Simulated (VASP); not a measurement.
## ZrOs: relaxation of volume and atoms at fixed shape with LDA

Crystal: ZrOs.

```
Zr Os
1.0
     3.26300    0.00000    0.00000
     0.00000    3.26300    0.00000
     0.00000    0.00000    3.26300
Zr Os
1 1
Cartesian
  1.6315 1.6315 1.6315
  0.0000 0.0000 0.0000
```

```json
{
  "Program": "VASP 6.6.1",
  "Task": "relaxation of volume and atoms at fixed shape",
  "Functional": "LDA",
  "Potentials or basis": "VASP PAW LDA potentials, release 64 (Zr_sv, Os)",
  "Cutoff": "600 eV",
  "k mesh": "5 × 5 × 5",
  "Occupations": "fermi-dirac, width 0.1 eV",
  "Spin": "no spin polarisation",
  "Dipole correction": "no",
  "Further INCAR settings": "ALGO = Normal; EDIFF = 1e-07; IBRION = 2; EDIFFG = -0.02; NSW = 80; ISIF = 8"
}
```

* Relaxed volume: 16.81 Å³/atom
* Relaxed cell: a = 3.228 Å, b = 3.228 Å, c = 3.228 Å, α = 90.00°, β = 90.00°, γ = 90.00°
* Space group after relaxing (to 0.1 Å): Pm-3m (No. 221)
* Energy gained by relaxing: 13.0 meV/atom
* Ionic steps: 4
* Pressure after relaxing: 0.0 GPa
* Band gap on the k mesh: zero (bands 10 and 11 overlap by 0.27 eV)

Step by step:
```csv
step,energy change (eV),largest force (eV/Å),pressure (GPa),volume (Å³)
1,0.0000,0.0000,-7.27,34.74
2,0.1629,0.0000,24.19,30.93
3,-0.0261,0.0000,-0.26,33.66
4,-0.0261,0.0000,-0.03,33.63
```

Final structure:
```
Zr Os
1.0
     3.22782    0.00000    0.00000
     0.00000    3.22782    0.00000
     0.00000    0.00000    3.22782
Zr Os
1 1
Cartesian
  1.6139 1.6139 1.6139
  0.0000 0.0000 0.0000
```

Levels at points of the mesh, in eV from the Fermi level:
```
           k point  band 8  band 9  band 10  band 11  band 12  band 13
(0.00, 0.00, 0.00)   -1.13   -1.13    -1.13     2.67     2.67     5.88
```

Wall time 37 s on 1 thread of Intel Xeon 8259CL, on a shared host, peak memory 0.16 GiB.

Caveat: the k points lie up to 0.39 Å⁻¹ apart in the final cell; spin-orbit coupling is left out, which moves the levels of the heavy elements. LDA usually gives volumes a few per cent too small.
